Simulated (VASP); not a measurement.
# MnS (Fm-3m) in VASP: a series of runs, part 2 of 2

VASP 6.6.1.

### Step 4. Single point, PBE, collinear spin, ferromagnetic start (16.45 Å³/atom)

The input, INCAR:

```
SYSTEM = MnS
PREC = Accurate ; ENCUT = 520
EDIFF = 1E-6 ; ISMEAR = 0
SIGMA = 0.05 ; LREAL = .False.
LASPH = .True. ; NELM = 150
ALGO = Normal ; ISIF = 2
LWAVE = .False. ; LCHARG = .False.
ISPIN = 2 ; MAGMOM = 4.4 0
LORBIT = 11 ; LMAXMIX = 4
GGA = PE ; NBANDS = 20
```

The input, KPOINTS:

```
Automatic mesh
0
Gamma
  12 12 12
  0 0 0
```

The input, POSCAR:

```
MnS
1.0
    0.0000000000      2.5431237759      2.5431237759
    2.5431237759      0.0000000000      2.5431237759
    2.5431237759      2.5431237759      0.0000000000
Mn S
1 1
Direct
    0.0000000000      0.0000000000      0.0000000000
    0.5000000000      0.5000000000      0.5000000000
```

Command:

```sh
> cat potpaw_PBE.64/Mn_pv/POTCAR potpaw_PBE.64/S/POTCAR > POTCAR
> mpirun -np 1 vasp_std > vasp.out
```

Wall time 55 s (1 thread of AMD EPYC 9R45 (Zen 5), shared host); peak memory 0.19 GiB.

It converged, with:

```yaml
Free_energy: -14.0850 eV
Pressure: 0.0 GPa
Net_moment: 4.45 μB per cell
Site_moments: Mn +4.07; S +0.08 μB
Valence_electrons_inside_the_program's_atomic_spheres: Mn 11.38; S 3.74
```

Levels at points of the mesh, in eV from the Fermi level:
Spin up:
```
           k point  band 10  band 11  band 12  band 13  band 14  band 15
(0.00, 0.00, 0.00)    -2.04    -2.04    -2.04     2.21     8.70     8.70
(0.50, 0.00, 0.00)    -2.41     0.61     0.61     2.81     5.39     5.39
(0.50, 0.50, 0.00)    -2.66    -2.66    -2.10     0.97     5.52    10.71
```
Spin down:
```
           k point  band 4  band 5  band 6  band 7  band 8  band 9  band 10  band 11
(0.00, 0.00, 0.00)  -14.89   -1.85   -1.85   -1.85    0.02    0.02     0.02     0.10
(0.50, 0.00, 0.00)  -13.43   -6.94   -3.75   -3.75    1.12    1.12     1.34     3.27
(0.50, 0.50, 0.00)  -13.27   -6.08   -3.50   -3.50   -1.23    0.58     1.39     1.39
```

Caveat: a cell with one magnetic atom can't hold antiferromagnetic order, which such compounds often take; semilocal functionals often make such compounds metallic where correlation or magnetic order opens a gap, which also shifts bond lengths. With open d or f shells a metallic result of PBE can be an artefact of self-interaction; +U or a hybrid may open a gap.

### Step 5. Single point, PBE, collinear spin, ferromagnetic start (16.51 Å³/atom)

This run uses another cell than the first one, of 16.51 Å³/atom.

The input, INCAR:

```
SYSTEM = MnS
ALGO = Normal
EDIFF = 1E-7
ENCUT = 520
GGA = PE
ISIF = 2
ISMEAR = 0
ISPIN = 2
LASPH = .True.
LCHARG = .False.
LMAXMIX = 4
LORBIT = 11
LREAL = .False.
LWAVE = .False.
MAGMOM = 4.24 0
NBANDS = 20
NELM = 150
PREC = Accurate
SIGMA = 0.05
```

The input, KPOINTS:

```
k-points
0
Gamma
  12 12 12
  0 0 0
```

The input, POSCAR:

```
MnS
1.0
    0.0000000000      2.5461779420      2.5461779420
    2.5461779420      0.0000000000      2.5461779420
    2.5461779420      2.5461779420      0.0000000000
Mn S
1 1
Direct
    0.0000000000      0.0000000000      0.0000000000
    0.5000000000      0.5000000000      0.5000000000
```

Command:

```sh
> cat potpaw_PBE.64/Mn_pv/POTCAR potpaw_PBE.64/S/POTCAR > POTCAR
> mpirun -np 1 vasp_std > vasp.out
```

It took 60 s on 1 thread of AMD EPYC 9R45 (Zen 5), shared host; peak memory 0.19 GiB.

It converged, with:

* Free energy: -14.0850 eV
* Pressure: -0.2 GPa
* Net moment: 4.46 μB per cell
* Site moments: Mn +4.08; S +0.08 μB
* Valence electrons inside the program's atomic spheres: Mn 11.38; S 3.74

Levels at points of the mesh, in eV from the Fermi level:
Spin up:
```csv
k point,band 10,band 11,band 12,band 13,band 14,band 15
"(0.00, 0.00, 0.00)",-2.04,-2.04,-2.04,2.18,8.69,8.69
"(0.50, 0.00, 0.00)",-2.42,0.59,0.59,2.81,5.38,5.38
"(0.50, 0.50, 0.00)",-2.67,-2.67,-2.11,0.96,5.51,10.68
```
Spin down:
```csv
k point,band 3,band 4,band 5,band 6,band 7,band 8,band 9,band 10,band 11,band 12
"(0.00, 0.00, 0.00)",-46.32,-14.87,-1.85,-1.85,-1.85,0.03,0.03,0.03,0.11,0.11
"(0.50, 0.00, 0.00)",-46.32,-13.42,-6.92,-3.74,-3.74,1.12,1.12,1.34,3.27,3.27
"(0.50, 0.50, 0.00)",-46.32,-13.25,-6.06,-3.49,-3.49,-1.21,0.59,1.39,1.39,1.55
```

Caveat: a cell with one magnetic atom can't hold antiferromagnetic order, which such compounds often take; semilocal functionals often make such compounds metallic where correlation or magnetic order opens a gap, which also shifts bond lengths.

### Step 6. Single point, PBE, collinear spin, ferromagnetic start (17.36 Å³/atom)

This run uses another cell than the first one, of 17.36 Å³/atom.

The input, INCAR:

```
PREC = Accurate ; ENCUT = 520
EDIFF = 1E-6 ; ISMEAR = 0
SIGMA = 0.05 ; LREAL = False
LASPH = True ; NELM = 150
ALGO = Normal ; ISIF = 2
LWAVE = False ; LCHARG = True
ISPIN = 2 ; MAGMOM = 4.65 0
LORBIT = 11 ; LMAXMIX = 4
GGA = PE ; LELF = True
LVHAR = True ; NBANDS = 20
```

The input, KPOINTS:

```
Automatic mesh
0
Gamma
  12 12 12
```

The input, POSCAR:

```
MnS
1.0
    0.0000000000      2.5893887097      2.5893887097
    2.5893887097      0.0000000000      2.5893887097
    2.5893887097      2.5893887097      0.0000000000
Mn S
1 1
Direct
    0.0000000000      0.0000000000      0.0000000000
    0.5000000000      0.5000000000      0.5000000000
```

Potentials or basis: VASP PAW PBE potentials, release 64 (Mn_pv, S).

Command:

```sh
> cat potpaw_PBE.64/Mn_pv/POTCAR potpaw_PBE.64/S/POTCAR > POTCAR
> mpirun -np 1 vasp_std > vasp.out
```

Run time: 60 s. Hardware: 1 thread of AMD EPYC 9R45 (Zen 5), shared host; peak memory 0.19 GiB.

The run converged. Its results:

```yaml
Free_energy: -14.0715 eV
Pressure: -2.5 GPa
Net_moment: 4.63 μB per cell
Site_moments: Mn +4.20; S +0.10 μB
Valence_electrons_inside_the_program's_atomic_spheres: Mn 11.32; S 3.73
```

Levels at points of the mesh, in eV from the Fermi level:
Spin up:
```csv
k point,band 9,band 10,band 11,band 12,band 13,band 14,band 15,band 16
"(0.00, 0.00, 0.00)",-3.29,-1.92,-1.92,-1.92,1.83,8.62,8.62,8.62
"(0.50, 0.00, 0.00)",-2.85,-2.46,0.44,0.44,2.82,5.39,5.39,8.68
"(0.50, 0.50, 0.00)",-3.03,-2.71,-2.71,-2.21,0.88,5.48,10.28,12.10
```
Spin down:
```tsv
k point	band 3	band 4	band 5	band 6	band 7	band 8	band 9	band 10	band 11	band 12
(0.00, 0.00, 0.00)	-46.21	-14.44	-1.72	-1.72	-1.72	0.24	0.24	0.24	0.29	0.29
(0.50, 0.00, 0.00)	-46.21	-13.13	-6.51	-3.46	-3.46	1.23	1.23	1.42	3.19	3.19
(0.50, 0.50, 0.00)	-46.21	-12.96	-5.69	-3.26	-3.26	-0.90	0.73	1.48	1.48	1.60
```

Caveat: a cell with one magnetic atom can't hold antiferromagnetic order, which such compounds often take; semilocal functionals often make such compounds metallic where correlation or magnetic order opens a gap, which also shifts bond lengths.

### Step 7. The runs side by side

| spin | cell | gap on the mesh (eV) | pressure (GPa) | moment (μB) |
| --- | --- | --- | --- | --- |
| off | a = 3.597 Å, angles 60.0°, 2 atoms | none | -21.2 | - |
| collinear, ferromagnetic start | a = 3.536 Å, angles 60.0°, 2 atoms | none | 3.6 | 4.30 |
| collinear, ferromagnetic start | a = 3.597 Å, angles 60.0°, 2 atoms | none | 0.0 | 4.45 |
| collinear, ferromagnetic start | a = 3.601 Å, angles 60.0°, 2 atoms | none | -0.2 | 4.46 |
| collinear, ferromagnetic start | a = 3.662 Å, angles 60.0°, 2 atoms | none | -2.5 | 4.63 |

Alike in all rows: task single point; level PBE; potentials or basis VASP PAW PBE potentials, release 64 (Mn_pv, S); k mesh 12 × 12 × 12; cutoff (eV) 520; smearing gaussian 0.05 eV.

Caveats: semilocal functionals often make such compounds metallic where correlation or magnetic order opens a gap, which also shifts bond lengths; a cell with one magnetic atom can't hold antiferromagnetic order, which such compounds often take (at least some runs); the cell stands under tension (at least some runs); the cell stands under pressure (at least some runs).

Total energies depend on the potentials used, so only differences within one code and one set of settings carry meaning.
